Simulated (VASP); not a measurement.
Input of a VASP 6.6.1 run:

Contents of INCAR:

```
SYSTEM = TiTe2
  ALGO = Normal
  EDIFF = 1E-6
  ENCUT = 520
  GGA = PE
  ISIF = 2
  ISMEAR = -1
  IVDW = 12
  LASPH = .TRUE.
  LCHARG = .TRUE.
  LELF = .TRUE.
  LREAL = .FALSE.
  LVHAR = .TRUE.
  LWAVE = .FALSE.
  NBANDS = 19
  NELM = 60
  PREC = Accurate
  SIGMA = 0.15
```

File KPOINTS:

```
k-points
0
G
  15 15 8
  0 0 0
```

POSCAR

```
TiTe2
1.0
    3.4482829913      0.0000000000      0.0000000000
   -1.7241414957      2.9863006699      0.0000000000
    0.0000000000      0.0000000000      6.0056632140
Ti Te
1 2
Direct
    0.0000000000      0.0000000000      0.0000000000
    0.6666666667      0.3333333333      0.2910480188
    0.3333333333      0.6666666667      0.7089519812
```

Potentials or basis: VASP PAW PBE potentials, release 64 (Ti_sv, Te).

The run is started by

```console
$ cat potpaw_PBE.64/Ti_sv/POTCAR potpaw_PBE.64/Te/POTCAR > POTCAR
$ mpirun -np 1 vasp_std > vasp.out
```

(1) What does it give for the band gap on the k mesh?

(2) Predict the pressure.

(3) Estimate the largest force.

(4) What does it give for the dispersion energy per atom?

Results:

(1) zero (band 12 reaches 11.10 eV, above the bottom of band 13 at 10.03 eV).

(2) 14.9 GPa.

(3) 0.009 eV/Å.

(4) -0.639 eV.

Caveat: spin-orbit coupling is left out, which moves the levels of the heavy elements; pairwise dispersion overbinds metals, which lowers pressure and volume.
